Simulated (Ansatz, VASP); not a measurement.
**One calculation of Cu, two programs**

```
Cu
1.0
     2.48875    0.00000    0.00000
    -1.24438    2.15532    0.00000
     0.00000    0.00000    2.42620
Cu
1
Direct
  0.00000 0.00000 0.00000
```

Alike in both runs: functional PBE; k mesh 9 × 9 × 8; occupations gaussian, width 0.1 eV; no spin polarisation.

Ansatz relaxed the structure, and its values are those at the end. VASP's run is a single point on that final structure, the one shown.

```csv
,VASP,Ansatz
version,VASP 6.6.1,Ansatz 0.2.0
potentials or method,"VASP PAW PBE potentials, release 64 (Cu), cutoff 520 eV","scalar-relativistic, plane waves, PAW"
valence electrons in the cell,11,19
```

|  | VASP | Ansatz | Ansatz less VASP |
| --- | --- | --- | --- |
| gap on the k mesh at the Fermi level (eV) | none | none | - |
| pressure (GPa) | 0.5 | 0.0 | -0.54 |

A gap of «none» marks a metal or a gap that the smearing closes. VASP's potentials hold 11 valence electrons a cell and Ansatz's 19, so a difference there can come from the potentials and not from the codes.
